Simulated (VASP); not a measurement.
# LiH (Fm-3m) in VASP: single point with PBE

Aim: the single point of LiH with PBE.

All numbers are computed with VASP 6.6.1; they aren't measurements. Logs are shortened: lines on timing, memory, paths and dates and some standing lists are left out, and cuts for length are marked.

### 1 The cell of the first run

Symmetry: Fm-3m, No. 225, cubic system. Conventional cell: a = 4.074 Å, b = 4.074 Å, c = 4.074 Å, α = 90.00°, β = 90.00°, γ = 90.00°. Within 2.7 Å of Li (site symmetry m-3m) lie 6 H at 2.04 Å. H (site symmetry m-3m) has 6 Li at 2.04 Å within 2.7 Å.

### 2 Single point, PBE

INCAR

```
SYSTEM = LiH
PREC     = Accurate       ! precision mode
ENCUT    = 750            ! plane-wave cutoff, eV
EDIFF    = 1E-6           ! SCF threshold, eV
ISMEAR   = -1             ! smearing method
SIGMA    = 0.15           ! smearing width, eV
LREAL    = .False.        ! projectors in reciprocal space
LASPH    = .True.         ! aspherical terms in the spheres
NELM     = 120            ! most SCF steps
ALGO     = Normal         ! electronic algorithm
ISIF     = 2              ! what is computed and relaxed
LWAVE    = .False.        ! write WAVECAR
LCHARG   = .False.        ! write CHGCAR
GGA      = PE             ! functional
NBANDS   = 9              ! bands
GGA_COMPAT= .False.
```

KPOINTS

```
Automatic mesh
0
Gamma
  9 9 9
  0 0 0
```

POSCAR

```
LiH
1.0
    0.0000000000      2.0367500000      2.0367500000
    2.0367500000      0.0000000000      2.0367500000
    2.0367500000      2.0367500000      0.0000000000
Li H
1 1
Direct
    0.0000000000      0.0000000000      0.0000000000
    0.5000000000      0.5000000000      0.5000000000
```

Potentials or basis: VASP PAW PBE potentials, release 64 (Li_sv, H).

Command:

```sh
$ cat potpaw_PBE.64/Li_sv/POTCAR potpaw_PBE.64/H/POTCAR > POTCAR
$ mpirun -np 1 vasp_std > vasp.out
```

OUTCAR:

```text
SYSTEM = LiH
   PREC = Accurate
   ENCUT = 750
   EDIFF = 1E-6
   ISMEAR = -1
   LREAL = .False.
   LASPH = .True.
   NELM = 120
   ISIF = 2
   GGA = PE

 ion  position               nearest neighbor table
   1  0.000  0.000  0.000-
   2  0.500  0.500  0.500-

  LATTYP: Found a face centered cubic cell.
 ALAT       =     4.0735000000

  Lattice vectors:

 A1 = (   0.0000000000,   2.0367500000,   2.0367500000)
 A2 = (   2.0367500000,   0.0000000000,   2.0367500000)
 A3 = (   2.0367500000,   2.0367500000,   0.0000000000)

Analysis of symmetry for initial positions (statically):
=====================================================================
 Subroutine PRICEL returns:
 Original cell was already a primitive cell.

 Routine SETGRP: Setting up the symmetry group for a
 face centered cubic supercell.

 Subroutine GETGRP returns: Found 48 space group operations
 (whereof 48 operations were pure point group operations)
 out of a pool of 48 trial point group operations.

The static configuration has the point symmetry O_h .

Analysis of symmetry for dynamics (positions and initial velocities):
=====================================================================
 Subroutine PRICEL returns:
 Original cell was already a primitive cell.

 Routine SETGRP: Setting up the symmetry group for a
 face centered cubic supercell.

 Subroutine GETGRP returns: Found 48 space group operations
 (whereof 48 operations were pure point group operations)
 out of a pool of 48 trial point group operations.

The dynamic configuration has the point symmetry O_h .

 Subroutine INISYM returns: Found 48 space group operations
 (whereof 48 operations are pure point group operations),
 and found     1 'primitive' translations

----------------------------------------------------------------------------------------

                                     Primitive cell

  volume of cell :      16.8983

  direct lattice vectors                    reciprocal lattice vectors
     0.000000000  2.036750000  2.036750000    -0.245489137  0.245489137  0.245489137
     2.036750000  0.000000000  2.036750000     0.245489137 -0.245489137  0.245489137
     2.036750000  2.036750000  0.000000000     0.245489137  0.245489137 -0.245489137

  length of vectors
     2.880399473  2.880399473  2.880399473     0.425199658  0.425199658  0.425199658

  position of ions in fractional coordinates (direct lattice)
     0.000000000  0.000000000  0.000000000
     0.500000000  0.500000000  0.500000000

  ion indices of the primitive-cell ions
   primitive index   ion index
                 1           1
                 2           2

----------------------------------------------------------------------------------------

 KPOINTS: Automatic mesh

Automatic generation of k-mesh.
 Grid dimensions read from file:
 generate k-points for:    9    9    9

 Generating k-lattice:

  Cartesian coordinates                     Fractional coordinates (reciprocal lattice)
    -0.027276571  0.027276571  0.027276571     0.111111111  0.000000000  0.000000000
     0.027276571 -0.027276571  0.027276571     0.000000000  0.111111111  0.000000000
     0.027276571  0.027276571 -0.027276571     0.000000000  0.000000000  0.111111111

  Length of vectors
     0.047244406  0.047244406  0.047244406

  Shift w.r.t. Gamma in fractional coordinates (k-lattice)
     0.000000000  0.000000000  0.000000000

 Subroutine IBZKPT returns following result:
 ===========================================

 Found     35 irreducible k-points:

 Following reciprocal coordinates:
            Coordinates               Weight
  0.000000  0.000000  0.000000      1.000000
  0.111111  0.000000  0.000000      8.000000
  0.222222  0.000000  0.000000      8.000000
  0.333333  0.000000  0.000000      8.000000
  0.444444  0.000000  0.000000      8.000000
  0.111111  0.111111  0.000000      6.000000
[... 16 lines left out ...]
 -0.333333  0.333333  0.000000     12.000000
  0.444444  0.444444  0.000000      6.000000
 [... further k-points ...]
   k-points           NKPTS =     35   k-points in BZ     NKDIM =     35   number of bands    NBANDS=      9
   number of dos      NEDOS =    301   number of ions     NIONS =      2
   total plane-waves  NPLWV =  21952
   dimension x,y,z NGX =    28 NGY =   28 NGZ =   28
   dimension x,y,z NGXF=    56 NGYF=   56 NGZF=   56
   ions per type =               1   1
   NGX,Y,Z   is equivalent  to a cutoff of  16.16, 16.16, 16.16 a.u.
   NGXF,Y,Z  is equivalent  to a cutoff of  32.32, 32.32, 32.32 a.u.
 SYSTEM =  LiH
   PREC   = accura    normal or accurate (medium, high low for compatibility)
   ISTART =      0    job   : 0-new  1-cont  2-samecut
   ICHARG =      2    charge: 1-file 2-atom 10-const
   ISPIN  =      1    spin polarized calculation?
   LNONCOLLINEAR =      F non collinear calculations
   LSORBIT =      F    spin-orbit coupling
   LASPH  =      T    aspherical Exc in radial PAW
   ENCUT  =  750.0 eV  55.12 Ry    7.42 a.u.   6.43  6.43  6.43*2*pi/ulx,y,z
   NELM   =    120;   NELMIN=  2; NELMDL= -5     # of ELM steps
   EDIFF  = 0.1E-05   stopping-criterion for ELM
   LREAL  =      F    real-space projection
   EDIFFG = 0.1E-04   stopping-criterion for IOM
   NSW    =      0    number of steps for IOM
   IBRION =     -1    ionic relax: 0-MD 1-quasi-New 2-CG
   NFREE  =      0    steps in history (QN), initial steepest desc. (CG)
   ISIF   =      2    stress and relaxation
   ISYM   =      2    0-nonsym 1-usesym 2-fastsym
   POTIM  = 0.5000    time-step for ionic-motion
   TEBEG  =    0.0;   TEEND  =   0.0 temperature during run
   PSTRESS=    0.0 pullay stress
   NELECT =       4.0000    total number of electrons
   NUPDOWN=      -1.0000    fix difference up-down
   EMIN   =  10.00;   EMAX   =-10.00  energy-range for DOS
   EFERMI =   0.00;   METHOD = LEGACY
   ISMEAR =    -1;   SIGMA  =   0.15  broadening in eV -4-tet -1-fermi 0-gaus
   EFERMI_NEDOS =   21; number of points for ismear=-14 and -15
   IALGO  =     38    algorithm
   IMIX   =      4    mixing-type and parameters
     AMIX     =   0.40;   BMIX     =  1.00
     AMIX_MAG =   1.60;   BMIX_MAG =  1.00
  volume/ion in A,a.u.               =       8.45        57.02
  Fermi-wavevector in a.u.,A,eV,Ry     =   1.012699  1.913724 13.953585  1.025560
  Thomas-Fermi vector in A             =   2.145824
   LORBIT       =      0    0 simple, 1 ext, 2 COOP (PROOUT), +10 PAW based schemes
   GGA     = PE    functional components
   LHFCALC =     F    Hartree Fock is set to
   AEXX    =    0.0000 exact exchange contribution
   IVDW    =     0    specifies the selected vdW correction
   LEPSILON=     F    determine dielectric tensor
   LRPA    =     F    only Hartree local field effects (RPA)
 non-spin polarized calculation
  energy-cutoff  :      750.00
  volume of cell :       16.90
 maximum number of plane-waves:       801
 NGX is ok and might be reduce to    28
   NGX = 13   NGY = 13   NGZ = 13

 number of electron       3.9999999 magnetization

 Free energy of the ion-electron system (eV)
  ---------------------------------------------------
  ext. energy  EPLUGINS =         0.00000000
  ---------------------------------------------------
  free energy    TOTEN  =        -6.12230921 eV

  energy without entropy =       -6.12230643  energy(sigma->0) =       -6.12230782

 E-fermi :   1.4930     XC(G=0):  -8.3587

 val. band max:       -0.1938445502   @ k =  -0.4444   0.4444   0.0000
 cond. band min:       3.1023446210   @ k =  -0.4444   0.4444   0.0000
 fundamental gap:      3.2961891712
 Fermi energy:         1.4929996337

 k-point     1 :       0.0000    0.0000    0.0000
  band No.  band energies     occupation
      1     -44.4618      2.00000
      2      -5.3895      2.00000
      3      15.3379      0.00000
      4      17.2744      0.00000
      5      17.2744      0.00000
      6      17.2744      0.00000
      7      21.9024      0.00000
      8      21.9024      0.00000
      9      21.9024      0.00000

 k-point     2 :       0.1111    0.0000    0.0000
  band No.  band energies     occupation
      1     -44.4574      2.00000
      2      -5.1760      2.00000
      3      13.6960      0.00000
      4      16.1091      0.00000
      5      16.8354      0.00000
      6      16.8354      0.00000
      7      21.3733      0.00000
      8      22.8589      0.00000
      9      22.8589      0.00000

 k-point     3 :       0.2222    0.0000    0.0000
  band No.  band energies     occupation
      1     -44.4461      2.00000
      2      -4.5528      2.00000
      3      10.1950      0.00000
      4      14.7565      0.00000
      5      16.1943      0.00000
      6      16.1943      0.00000
      7      22.0223      0.00000
      8      22.0223      0.00000
      9      22.4171      0.00000

 k-point     4 :       0.3333    0.0000    0.0000
  band No.  band energies     occupation
      1     -44.4331      2.00000
      2      -3.6255      2.00000
      3       6.9994      0.00000
      4      13.7377      0.00000
      5      15.8872      0.00000
      6      15.8872      0.00000
      7      19.9284      0.00000
      8      19.9284      0.00000
      9      24.1779      0.00000

 k-point     5 :       0.4444    0.0000    0.0000
  band No.  band energies     occupation
      1     -44.4247      2.00000
      2      -2.7699      2.00000
      3       4.9607      0.00000
      4      13.1906      0.00000
      5      15.9117      0.00000
      6      15.9117      0.00000
      7      18.6547      0.00000
      8      18.6547      0.00000
      9      25.9567      0.00000

 k-point     6 :       0.1111    0.1111    0.0000
  band No.  band energies     occupation
      1     -44.4559      2.00000
      2      -5.1006      2.00000
      3      13.9238      0.00000
      4      15.4489      0.00000
      5      15.4489      0.00000
      6      18.0578      0.00000
      7      18.9926      0.00000
      8      24.0675      0.00000
      9      24.4560      0.00000
[... 169 lines left out ...]
 k-point    21 :       0.4444    0.3333    0.0000
  band No.  band energies     occupation
      1     -44.4172      2.00000
      2      -1.6588      2.00000
      3       5.2275      0.00000
      4       9.5406      0.00000
      5      11.0952      0.00000
      6      15.5137      0.00000
      7      16.8775      0.00000
      8      29.6326      0.00000
      9      29.9009      0.00000

 k-point    22 :      -0.4444    0.3333    0.0000
  band No.  band energies     occupation
      1     -44.4134      2.00000
      2      -0.8271      2.00000
      3       4.1841      0.00000
      4       7.7245      0.00000
      5      11.4244      0.00000
      6      15.5988      0.00000
      7      19.6480      0.00000
      8      27.7864      0.00000
      9      30.2064      0.00000

 k-point    23 :      -0.3333    0.3333    0.0000
  band No.  band energies     occupation
      1     -44.4145      2.00000
      2      -1.1518      2.00000
      3       4.8555      0.00000
      4       6.9588      0.00000
      5      12.3941      0.00000
      6      15.3412      0.00000
      7      23.2684      0.00000
      8      25.7055      0.00000
      9      28.1089      0.00000

 k-point    24 :       0.4444    0.4444    0.0000
  band No.  band energies     occupation
      1     -44.4133      2.00000
      2      -0.7011      2.00000
      3       3.6381      0.00000
      4      10.5578      0.00000
      5      10.5578      0.00000
      6      13.6674      0.00000
      7      16.4541      0.00000
      8      33.0966      0.00000
      9      33.0969      0.00000

 [... further k-points ...]

------------------------ aborting loop because EDIFF is reached ----------------------------------------

  FORCE on cell =-STRESS in cart. coord.  units (eV):
  Direction    XX          YY          ZZ          XY          YZ          ZX
  --------------------------------------------------------------------------------------
  -------------------------------------------------------------------------------------
  Total       -0.1925111     -0.1925111     -0.1925111      0.0000000     -0.0000000      0.0000000
  in kB      -18.2525326    -18.2525326    -18.2525326      0.0000000     -0.0000000      0.0000000
  external PRESSURE =     -18.2525326 kB  Pullay stress =       0.0000000 kB

 VOLUME and BASIS-vectors are now :
 -----------------------------------------------------------------------------
  energy-cutoff  :      750.00
  volume of cell :       16.90
      direct lattice vectors                 reciprocal lattice vectors
     0.000000000  2.036750000  2.036750000    -0.245489137  0.245489137  0.245489137
     2.036750000  0.000000000  2.036750000     0.245489137 -0.245489137  0.245489137
     2.036750000  2.036750000  0.000000000     0.245489137  0.245489137 -0.245489137

 POSITION                                       TOTAL-FORCE (eV/Angst)
 -----------------------------------------------------------------------------------
      0.00000      0.00000      0.00000        -0.000000      0.000000     -0.000000
      2.03675      2.03675      2.03675         0.000000     -0.000000      0.000000
 -----------------------------------------------------------------------------------
    total drift:                                0.000000      0.000000      0.000000

  FREE ENERGIE OF THE ION-ELECTRON SYSTEM (eV)
  ---------------------------------------------------
  free  energy   TOTEN  =        -6.1223092053 eV

  energy  without entropy=       -6.1223064263  energy(sigma->0) =       -6.12230782
```

It took 14 s on 1 thread of Intel Xeon 8259CL, shared host; peak memory 0.15 GiB.

Results:

- Free energy: -6.1223 eV
- Pressure: -1.8 GPa
- Band gap on the k mesh: 3.30 eV, direct

Levels at points of the mesh, in eV from the valence-band top:
```csv
k point,band 1,band 2,band 3,band 4,band 5
"(0.00, 0.00, 0.00)",-44.27,-5.20,15.53,17.47,17.47
```
